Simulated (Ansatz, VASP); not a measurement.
**One calculation of BAs, two programs**

```
B As
1.0
     0.00000    2.41993    2.41993
     2.41993    0.00000    2.41993
     2.41993    2.41993    0.00000
B As
1 1
Direct
  0.00000 0.00000 0.00000
  0.25000 0.25000 0.25000
```

Change from the starting cell: volume scaled by 1.04, ions relaxed.

Alike in both runs: functional PBE; k mesh 16 × 16 × 16; occupations fermi-dirac, width 0.02 eV; no spin polarisation.

Ansatz relaxed the structure, and its values are those at the end. VASP's run is a single point on that final structure, the one shown.

|  | VASP | Ansatz |
| --- | --- | --- |
| version | VASP 6.6.1 | Ansatz 0.2.0 |
| potentials or method | VASP PAW PBE potentials, release 64 (B, As) | plane-wave PAW, scalar-relativistic |
| plane-wave cutoff (eV) | 520 | 420 |
| valence electrons in the cell | 8 | 18 |

```tsv
	VASP	Ansatz	Ansatz less VASP
gap on the k mesh at the Fermi level (eV)	1.23	1.23	+0.007
pressure (GPa)	-1.9	-2.4	-0.54
```

VASP's potentials hold 8 valence electrons a cell and Ansatz's 18, so a difference there can come from the potentials and not from the codes. Ansatz's warnings: stress scf threshold loose.
